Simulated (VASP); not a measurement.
# SiO2 (I-42d) in VASP: further runs

Runs on SiO2. Level: PBEsol. Tasks: single point.

Everything below comes from runs of VASP 6.6.1. Logs are shortened: lines on timing, memory, paths and dates and some standing lists are left out, and cuts for length are marked.

## (1) The cell of the first run

Symmetry: I-42d, No. 122, tetragonal system. The conventional cell has a = 4.764 Å, b = 4.764 Å, c = 7.513 Å, α = 90.00°, β = 90.00°, γ = 90.00°. Within 2.2 Å of Si (site symmetry -4) lie 4 O at 1.63 Å. O (site symmetry 2) has 2 Si at 1.63 Å within 2.2 Å.

## (2) Single point, PBEsol

Input file INCAR:

```
SYSTEM = SiO2
  PREC = Accurate
  ENCUT = 520
  EDIFF = 1E-6
  ISMEAR = 0
  SIGMA = 0.01
  LREAL = .False.
  LASPH = .True.
  NELM = 60
  ALGO = Normal
  ISIF = 2
  LWAVE = .False.
  LCHARG = .True.
  GGA = PS
  LELF = .True.
  LVHAR = .True.
  NBANDS = 25
```

Input file KPOINTS:

```
regular mesh
0
Gamma
  6 6 6
  0 0 0
```

Input file POSCAR:

```
SiO2
1.0
   -2.3819372672      2.3819372672      3.7564386296
    2.3819372672     -2.3819372672      3.7564386296
    2.3819372672      2.3819372672     -3.7564386296
Si O
2 4
Direct
    0.0000000000      0.0000000000      0.0000000000
    0.7500000000      0.2500000000      0.5000000000
    0.9983800000      0.6250000000      0.8733800000
    0.3750000000      0.2483800000      0.3733800000
    0.7516200000      0.1250000000      0.1266200000
    0.8750000000      0.0016200000      0.6266200000
```

Potentials or basis: VASP PAW PBE potentials, release 64 (Si, O).

Launch:

```sh
cat potpaw_PBE.64/Si/POTCAR potpaw_PBE.64/O/POTCAR > POTCAR
mpirun -np 1 vasp_std > vasp.out
```

OUTCAR:

```text
SYSTEM = SiO2
   PREC = Accurate
   ENCUT = 520
   EDIFF = 1E-6
   ISMEAR = 0
   LREAL = .False.
   LASPH = .True.
   NELM = 60
   ISIF = 2
   GGA = PS

 ion  position               nearest neighbor table
   1  0.000  0.000  0.000-   4 1.63   5 1.63   6 1.63   3 1.63   2 3.03   2 3.03   2 3.03   2 3.03

   2  0.750  0.250  0.500-   3 1.63   5 1.63   6 1.63   4 1.63   1 3.03   1 3.03   1 3.03   1 3.03

   3  0.998  0.625  0.873-   2 1.63   1 1.63
   4  0.375  0.248  0.373-   1 1.63   2 1.63
   5  0.752  0.125  0.127-   1 1.63   2 1.63
   6  0.875  0.002  0.627-   1 1.63   2 1.63

  LATTYP: Found a body centered tetragonal cell.
 ALAT       =     4.7638745344
 C/A-ratio  =     1.5770518734

  Lattice vectors:

 A1 = (  -2.3819372672,   2.3819372672,   3.7564386296)
 A2 = (   2.3819372672,  -2.3819372672,   3.7564386296)
 A3 = (   2.3819372672,   2.3819372672,  -3.7564386296)

Analysis of symmetry for initial positions (statically):
=====================================================================
 Subroutine PRICEL returns:
 Original cell was already a primitive cell.

 Routine SETGRP: Setting up the symmetry group for a
 body centered tetragonal supercell.

 Subroutine GETGRP returns: Found  8 space group operations
 (whereof  4 operations were pure point group operations)
 out of a pool of 16 trial point group operations.

The static configuration has the point symmetry S_4 .
 The point group associated with its full space group is D_2d.

Analysis of symmetry for dynamics (positions and initial velocities):
=====================================================================
 Subroutine PRICEL returns:
 Original cell was already a primitive cell.

 Routine SETGRP: Setting up the symmetry group for a
 body centered tetragonal supercell.

 Subroutine GETGRP returns: Found  8 space group operations
 (whereof  4 operations were pure point group operations)
 out of a pool of 16 trial point group operations.

The dynamic configuration has the point symmetry S_4 .
 The point group associated with its full space group is D_2d.

 Subroutine INISYM returns: Found  8 space group operations
 (whereof  4 operations are pure point group operations),
 and found     1 'primitive' translations

----------------------------------------------------------------------------------------

[... 95 lines left out ...]
   LNONCOLLINEAR =      F non collinear calculations
   LSORBIT =      F    spin-orbit coupling
   LASPH  =      T    aspherical Exc in radial PAW
   ENCUT  =  520.0 eV  38.22 Ry    6.18 a.u.   9.38  9.38  9.38*2*pi/ulx,y,z
   NELM   =     60;   NELMIN=  2; NELMDL= -5     # of ELM steps
   EDIFF  = 0.1E-05   stopping-criterion for ELM
   LREAL  =      F    real-space projection
[... 7 lines left out ...]
   TEBEG  =    0.0;   TEEND  =   0.0 temperature during run
   PSTRESS=    0.0 pullay stress
   NELECT =      32.0000    total number of electrons
   NUPDOWN=      -1.0000    fix difference up-down
   EMIN   =  10.00;   EMAX   =-10.00  energy-range for DOS
   EFERMI =   0.00;   METHOD = LEGACY
   ISMEAR =     0;   SIGMA  =   0.01  broadening in eV -4-tet -1-fermi 0-gaus
   EFERMI_NEDOS =   21; number of points for ismear=-14 and -15
   IALGO  =     38    algorithm
   IMIX   =      4    mixing-type and parameters
     AMIX     =   0.40;   BMIX     =  1.00
     AMIX_MAG =   1.60;   BMIX_MAG =  1.00
  volume/ion in A,a.u.               =      14.21        95.88
  Fermi-wavevector in a.u.,A,eV,Ry     =   1.180935  2.231643 18.974774  1.394607
  Thomas-Fermi vector in A             =   2.317218
   LORBIT       =      0    0 simple, 1 ext, 2 COOP (PROOUT), +10 PAW based schemes
   GGA     = PS    functional components
   LHFCALC =     F    Hartree Fock is set to
   AEXX    =    0.0000 exact exchange contribution
   IVDW    =     0    specifies the selected vdW correction
   LEPSILON=     F    determine dielectric tensor
   LRPA    =     F    only Hartree local field effects (RPA)
 non-spin polarized calculation
 Gauss-broadening in eV      SIGMA  =   0.01
  energy-cutoff  :      520.00
  volume of cell :       85.25
 maximum number of plane-waves:      2325
 NGX is ok and might be reduce to    40
   NGX = 19   NGY = 19   NGZ = 19

 number of electron      32.0000014 magnetization

 Free energy of the ion-electron system (eV)
  ---------------------------------------------------
  ext. energy  EPLUGINS =         0.00000000
  ---------------------------------------------------
  free energy    TOTEN  =       -49.30309652 eV

  energy without entropy =      -49.30309652  energy(sigma->0) =      -49.30309652

 E-fermi :  -0.1575     XC(G=0):  -8.6691

 val. band max:       -0.2629246636   @ k =   0.0000   0.0000   0.0000
 cond. band min:       5.6433435442   @ k =   0.0000   0.0000   0.0000
 fundamental gap:      5.9062682077
 Fermi energy:        -0.1574694839

 k-point     1 :       0.0000    0.0000    0.0000
  band No.  band energies     occupation
      1     -19.2559      2.00000
      2     -17.1386      2.00000
      3     -17.1184      2.00000
      4     -17.1184      2.00000
      5      -9.0598      2.00000
      6      -5.5275      2.00000
[... 661 lines left out ...]
     24      13.0757      0.00000
     25      13.6708      0.00000

 [... further k-points ...]

------------------------ aborting loop because EDIFF is reached ----------------------------------------

  FORCE on cell =-STRESS in cart. coord.  units (eV):
  Direction    XX          YY          ZZ          XY          YZ          ZX
  --------------------------------------------------------------------------------------
  -------------------------------------------------------------------------------------
  Total        0.3310419      0.3310419     -0.7256220      0.0000000      0.0000000      0.0000000
  in kB        6.2215215      6.2215215    -13.6371646      0.0000000      0.0000000      0.0000000
  external PRESSURE =      -0.3980405 kB  Pullay stress =       0.0000000 kB

 VOLUME and BASIS-vectors are now :
 -----------------------------------------------------------------------------
  energy-cutoff  :      520.00
  volume of cell :       85.25
      direct lattice vectors                 reciprocal lattice vectors
    -2.381937267  2.381937267  3.756438630     0.000000000  0.209913169  0.133104797
     2.381937267 -2.381937267  3.756438630     0.209913169  0.000000000  0.133104797
     2.381937267  2.381937267 -3.756438630     0.209913169  0.209913169  0.000000000

 POSITION                                       TOTAL-FORCE (eV/Angst)
 -----------------------------------------------------------------------------------
      0.00000      0.00000      0.00000        -0.000000     -0.000000      0.000000
     -0.00000      2.38194      1.87822        -0.000000     -0.000000     -0.000000
      1.19097      2.96970      2.81733         0.000000     -0.100657     -0.000000
      0.58777      1.19097      0.93911        -0.100657     -0.000000     -0.000000
     -1.19097      1.79417      2.81733         0.000000      0.100657      0.000000
     -0.58777      3.57291      0.93911         0.100657     -0.000000      0.000000
 -----------------------------------------------------------------------------------
    total drift:                                0.000002      0.000002      0.000002

  FREE ENERGIE OF THE ION-ELECTRON SYSTEM (eV)
  ---------------------------------------------------
  free  energy   TOTEN  =       -49.3030965152 eV

  energy  without entropy=      -49.3030965152  energy(sigma->0) =      -49.30309652
```

stdout:

```text
POSCAR found type information on POSCAR SiO
 POSCAR found :  2 types and       6 ions
 scaLAPACK will be used
 -----------------------------------------------------------------------------
|                                                                             |
|                                                                             |
|     You enforced a specific xc type in the INCAR file but a different       |
|     I HOPE YOU KNOW WHAT YOU ARE DOING!                                     |
|                                                                             |
 -----------------------------------------------------------------------------

 LDA part: xc-table for (Slater+PW92), standard interpolation
 POSCAR, INCAR and KPOINTS ok, starting setup
 FFT: planning ... GRIDC
 FFT: planning ... GRID_SOFT
 FFT: planning ... GRID
 WAVECAR not read
 entering main loop
```

It took 41 s on 1 thread of Intel Xeon 6975P-C (Granite Rapids), shared host; peak memory 0.24 GiB.

Results:

- Free energy: -49.3031 eV
- Pressure: 0.0 GPa
- Largest force: 0.101 eV/Å
- Band gap on the k mesh: 5.91 eV, direct

Forces on the atoms (eV/Å):
```
Si   0.000  0.000  0.000
Si   0.000  0.000  0.000
O    0.000 -0.101  0.000
O   -0.101  0.000  0.000
O    0.000  0.101  0.000
O    0.101  0.000  0.000
```

Caveat: the PAW data sets were made with another functional, which shifts forces and pressure a little.

[end of part 1 of 2]
